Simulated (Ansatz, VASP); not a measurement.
# ZnS: VASP beside Ansatz

File INCAR:

```
SYSTEM = ZnS
PREC = Accurate ; ENCUT = 520
EDIFF = 1E-7 ; ISMEAR = 0
SIGMA = 0.05 ; LREAL = .FALSE.
LASPH = .TRUE. ; NELM = 100
ALGO = Normal ; ISIF = 2
LWAVE = .FALSE. ; LCHARG = .TRUE.
GGA = PE ; LELF = .TRUE.
LVHAR = .TRUE. ; NBANDS = 26
```

KPOINTS

```
regular mesh
0
G
  9 9 6
  0 0 0
```

Contents of POSCAR:

```
ZnS
1.0
    3.9936073337      0.0000000000      0.0000000000
   -1.9968036668      3.4585654038      0.0000000000
    0.0000000000      0.0000000000      6.5464092018
Zn S
2 2
Direct
    0.3333333333      0.6666666667      0.0052003725
    0.6666666667      0.3333333333      0.5052003725
    0.3333333333      0.6666666667      0.3797996275
    0.6666666667      0.3333333333      0.8797996275
```

Input for Ansatz:

```yaml
crystal:
  lattice:
    - [3.9936073337, 0.0, 0.0]
    - [-1.9968036668, 3.4585654038, 0.0]
    - [0.0, 0.0, 6.5464092018]
  atoms:
    - { symbol: Zn, position: [0.3333333333, 0.6666666667, 0.0052003725] }
    - { symbol: Zn, position: [0.6666666667, 0.3333333333, 0.5052003725] }
    - { symbol: S, position: [0.3333333333, 0.6666666667, 0.3797996275] }
    - { symbol: S, position: [0.6666666667, 0.3333333333, 0.8797996275] }
basis:
  ecutwfc: 520.0
kpoints:
  mp_grid: { grid: [9, 9, 6] }
hamiltonian:
  xc: pbe
scf:
  occupations: { method: gaussian, width: 0.05 }
output:
  forces: true
  stress: true
  eigenvalues: true
```

Alike in both runs: task single point; functional PBE; k mesh 9 × 9 × 6; occupations gaussian, width 0.05 eV; no spin polarisation.

```csv
,VASP,Ansatz
version,VASP 6.6.1,Ansatz 0.2.0
potentials or method,"VASP PAW PBE potentials, release 64 (Zn, S), cutoff 520 eV","scalar-relativistic, plane waves, PAW"
valence electrons in the cell,36,36
```

```tsv
	VASP	Ansatz	Ansatz less VASP
gap on the k mesh at the Fermi level (eV)	1.59	1.59	+0.002
least direct gap on the mesh (eV)	1.59	1.59	+0.002
pressure (GPa)	-6.0	-6.1	-0.10
traceless stress, the component that is largest in VASP (GPa)	-0.05	-0.04	+0.005
rms of the force components (eV/Å)	0.010	0.010	+0.0002
```

Atom by atom the forces differ by 0.000 eV/Å (rms over components).
